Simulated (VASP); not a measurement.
Crystal: AlSn.

```
Sn Al
1.0
     4.25335    0.00000    0.00000
    -2.12668    3.68351    0.00000
     0.00000    0.00000    3.35036
Sn Al
1 1
Direct
  0.33333 0.66667 0.50000
  0.00000 0.00000 0.00000
```

This cell differs from its parent crystal: volume scaled by 1.04.

Base run:

| Item | Value |
| --- | --- |
| Program | VASP 6.6.1 |
| Functional | PBE |
| Potentials or basis | VASP PAW PBE potentials, release 64 (Sn_d, Al) |
| Cutoff | 520 eV |
| k mesh | 7 × 7 × 8 |
| Occupations | fermi-dirac, width 0.05 eV |
| Spin | no spin polarisation |

Its results: pressure -1.6 GPa.

After a change of settings the same cell gave: pressure -4.6 GPa. Which change was it?
A. functional from PBE to PBEsol; further incar settings from ALGO = Fast; EDIFF = 1e-07; NBANDS = 16 to ALGO = Fast; EDIFF = 1e-06; NBANDS = 16
B. functional from PBE to r2SCAN; further incar settings from ALGO = Fast; EDIFF = 1e-07; NBANDS = 16 to ALGO = Normal; EDIFF = 1e-07; NBANDS = 16
C. functional from PBE to r2SCAN; cutoff from 520 eV to 550 eV; further incar settings from ALGO = Fast; EDIFF = 1e-07; NBANDS = 16 to ALGO = Normal; EDIFF = 1e-06; NBANDS = 16
D. functional from PBE to LDA; potentials or basis from VASP PAW PBE potentials, release 64 (Sn_d, Al) to VASP PAW LDA potentials, release 64 (Sn_d, Al)

D.
